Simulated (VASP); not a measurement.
Here is a VASP 6.6.1 calculation.

File INCAR:

```
ALGO = Normal
EDIFF = 1E-6
EDIFFG = -0.01
ENCUT = 600
GGA = PS
IBRION = 2
ISIF = 3
ISMEAR = -1
LASPH = T
LCHARG = F
LREAL = F
LWAVE = F
NELM = 80
NSW = 60
PREC = Accurate
PSTRESS = 20.0
SIGMA = 0.05
```

Contents of KPOINTS:

```
k-points
0
Gamma
  10 10 10
```

Contents of POSCAR:

```
CaO
1.0
    0.0000000000      2.4035556960      2.4035556960
    2.4035556960      0.0000000000      2.4035556960
    2.4035556960      2.4035556960      0.0000000000
Ca O
1 1
Direct
    0.0000000000      0.0000000000      0.0000000000
    0.5000000000      0.5000000000      0.5000000000
```

Potentials or basis: VASP PAW PBE potentials, release 64 (Ca_sv, O).

Launch:

```sh
$ cat potpaw_PBE.64/Ca_sv/POTCAR potpaw_PBE.64/O/POTCAR > POTCAR
$ mpirun -np 1 vasp_std > vasp.out
```

Question: Predict the band gap on the k mesh.

Answer: 3.52 eV (least direct gap 3.89 eV).

Question: Estimate the space group after relaxing (to 0.1 Å).

Answer: Fm-3m (No. 225).

Question: Estimate the relaxed volume.

Answer: 13.38 Å³/atom.

Step by step:
```tsv
step	energy change (eV)	largest force (eV/Å)	pressure (GPa)	volume (Å³)
1	0.0000	0.0000	-2.23	27.77
2	0.0071	0.0000	4.12	26.32
3	-0.0012	0.0000	2.00	26.76
```

Caveat: the cell is relaxed towards a set pressure, so the run minimises the enthalpy, not the energy; the PAW data sets were made with another functional, which shifts forces and pressure a little. A k mesh can miss the band edges.
